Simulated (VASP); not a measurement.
Runs of VASP 6.6.1 on Hf. The structure is that of space group I4/mmm (No. 139), or close to it. The cells are those of the table. 

| cell | further INCAR settings | gap on the mesh (eV) | pressure (GPa) |
| --- | --- | --- | --- |
| a = 3.184, b = 3.065, c = 3.008 Å, angles 63.2, 59.3, 57.5°, 1 atom | ALGO = Fast; EDIFF = 1e-06; NBANDS = 11 | none | (a) |
| a = 3.163, b = 3.084, c = 3.007 Å, angles 62.6, 59.9, 57.5°, 1 atom | ALGO = Fast; EDIFF = 1e-06; NBANDS = 11 | none | 0.3 |
| a = 3.187, b = 3.150, c = 2.929 Å, angles 63.1, 61.8, 55.1°, 1 atom | ALGO = Fast; EDIFF = 1e-06; NBANDS = 11 | none | 0.7 |
| a = 3.033, b = 2.942, c = 3.315 Å, angles 57.6, 55.0, 67.4°, 1 atom | ALGO = Fast; EDIFF = 1e-06; NBANDS = 11 | none | 1.1 |
| a = 3.059, b = 2.971, c = 3.238 Å, angles 58.8, 56.2, 64.9°, 1 atom | ALGO = Fast; EDIFF = 1e-07; NBANDS = 11 | none | 0.7 |
| a = 3.068, b = 3.025, c = 3.160 Å, angles 59.4, 58.1, 62.5°, 1 atom | ALGO = Fast; EDIFF = 1e-06; NBANDS = 11 | none | 0.3 |
| a = 3.081, b = 2.949, c = 3.239 Å, angles 59.5, 55.6, 64.9°, 1 atom | ALGO = Fast; EDIFF = 1e-06; NBANDS = 11 | none | 0.8 |
| a = 3.037, b = 2.993, c = 3.237 Å, angles 58.2, 56.9, 64.9°, 1 atom | ALGO = Fast; EDIFF = 1e-06; NBANDS = 11 | none | 0.6 |

Alike in all rows: task single point; level LDA; potentials or basis VASP PAW LDA potentials, release 64 (Hf_pv); no spin polarisation; k mesh 18 × 18 × 18; cutoff (eV) 520; smearing gaussian 0.15 eV.

Fill in the values left out.

(a) 0.4.

Caveats: spin-orbit coupling is left out, which moves the levels of the heavy elements; the stress differs along the axes, from -2 to 4 GPa (at least some runs); the stress differs along the axes, from -4 to 3 GPa (at least some runs); the stress differs along the axes, from -3 to 4 GPa (at least some runs).

A k mesh can miss the band edges, and the runs leave out spin-orbit coupling on Hf.

A gap of «none» marks levels without a gap at the run's occupations.
